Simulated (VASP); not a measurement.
Set up this calculation in VASP 6.6.1, as the native input.

```
Task                   : single point
Functional             : PBEsol
Potentials or basis    : VASP PAW PBE potentials, release 64 (Ge_d)
Cutoff                 : 520 eV
k mesh                 : 8 × 8 × 2
Occupations            : fermi-dirac, width 0.05 eV
Spin                   : no spin polarisation
Dipole correction      : no
Further INCAR settings : ALGO = Normal; EDIFF = 1e-07; NBANDS = 66
```

The structure of Ge lies in POSCAR:

```
Ge
1.0
    4.0031158814      0.0000000000      0.0000000000
   -2.0015579407      3.4668000476      0.0000000000
    0.0000000000      0.0000000000     13.1567068600
Ge
8
Direct
    0.3333333333      0.6666666667      0.1559415700
    0.6666666667      0.3333333333      0.8440584300
    0.6666666667      0.3333333333      0.6559415700
    0.3333333333      0.6666666667      0.3440584300
    0.0000000000      0.0000000000      0.0931488400
    0.0000000000      0.0000000000      0.9068511600
    0.0000000000      0.0000000000      0.5931488400
    0.0000000000      0.0000000000      0.4068511600
```

This isn't the form of Ge at room conditions, which is diamond.

The input as run:

INCAR

```
ALGO     = Normal         # electronic algorithm
EDIFF    = 1E-7           # SCF threshold, eV
ENCUT    = 520            # plane-wave cutoff, eV
GGA      = PS             # functional
ISIF     = 2              # what is computed and relaxed
ISMEAR   = -1             # smearing method
LASPH    = True           # aspherical terms in the spheres
LCHARG   = True           # write CHGCAR
LELF     = True           # ELF
LREAL    = False          # projectors in reciprocal space
LVHAR    = True         
LWAVE    = False          # write WAVECAR
NBANDS   = 66             # bands
NELM     = 80             # most SCF steps
PREC     = Accurate       # precision mode
SIGMA    = 0.05           # smearing width, eV
```

KPOINTS

```
k-points
0
Gamma
  8 8 2
```

Potentials or basis: VASP PAW PBE potentials, release 64 (Ge_d).

The run is started by

```sh
$ cat potpaw_PBE.64/Ge_d/POTCAR > POTCAR
$ mpirun -np 1 vasp_std > vasp.out
```

Results of the run:

| Quantity | Value |
| --- | --- |
| Pressure | -0.1 GPa |
| Largest force | 0.006 eV/Å |
| Band gap on the k mesh | 0.05 eV |

Caveat: semilocal functionals underestimate gaps, and a narrow one can read as zero; the PAW data sets were made with another functional, which shifts forces and pressure a little.

Wall time 3.3 min on 1 thread of Intel(R) Xeon(R) 6975P-C (Granite Rapids), with other jobs on the host, peak memory 0.37 GiB.
